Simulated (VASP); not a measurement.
Wanted: the native input for a VASP 6.6.1 run.

```yaml
Task: single point
Functional: HF
Potentials_or_basis: VASP PAW PBE potentials, release 64 (Si, Se)
Cutoff: 520 eV
k_mesh: 5 × 5 × 4
Occupations: fermi-dirac, width 0.05 eV
Spin: no spin polarisation
Dipole_correction: no
Grid_for_exact_exchange_PRECFOCK: Normal
Further_INCAR_settings: ALGO = Normal; EDIFF = 1e-07; NBANDS = 12
```

SiSe:

```
Si Se
1.0
     3.71696    0.00000    0.00000
    -1.85848    3.21898    0.00000
     0.00000    0.00000    3.65722
Si Se
1 1
Direct
  0.66667 0.33333 0.50000
  0.00000 0.00000 0.00000
```

These files were run (other wordings do the same):

POSCAR

```
SiSe
1.0
    3.7169629187      0.0000000000      0.0000000000
   -1.8584814593      3.2189843125      0.0000000000
    0.0000000000      0.0000000000      3.6572157925
Si Se
1 1
Direct
    0.6666666667      0.3333333333      0.5000000000
    0.0000000000      0.0000000000      0.0000000000
```

INCAR.step1

```
PREC = Accurate
ENCUT = 520
EDIFF = 1E-5
ISMEAR = -1
SIGMA = 0.05
LREAL = False
LASPH = True
NELM = 60
ALGO = Normal
ISIF = 2
LWAVE = True
GGA = PE
NBANDS = 12
```

INCAR.step2

```
PREC = Accurate
ENCUT = 520
EDIFF = 1E-7
ISMEAR = -1
SIGMA = 0.05
LREAL = False
LASPH = True
NELM = 60
ALGO = Normal
ISIF = 2
LWAVE = False
LCHARG = True
GGA = PE
LHFCALC = True
AEXX = 1.0
ALDAC = 0.0
AGGAC = 0.0
PRECFOCK = Normal
LELF = True
LVHAR = True
ISTART = 1
NBANDS = 12
```

KPOINTS

```
regular mesh
0
Gamma
  5 5 4
```

Potentials or basis: VASP PAW PBE potentials, release 64 (Si, Se).

Command:

```bash
$ cat potpaw_PBE.64/Si/POTCAR potpaw_PBE.64/Se/POTCAR > POTCAR
$ cp INCAR.step1 INCAR
$ mpirun -np 1 vasp_std > vasp.out
$ cp INCAR.step2 INCAR
$ mpirun -np 1 vasp_std > vasp.out
```

It gave:

```yaml
Pressure: -1.0 GPa
Band_gap_on_the_k_mesh: zero (band 5 reaches 9.68 eV, above the bottom of band 6 at 4.06 eV)
```

Caveat: the k points lie up to 0.43 Å⁻¹ apart; the PAW data sets were made with another functional, which shifts forces and pressure a little.

It took 15 min on 1 thread of AMD EPYC 7R13 Processor (Zen 3) (shared host), peak memory 0.14 GiB.
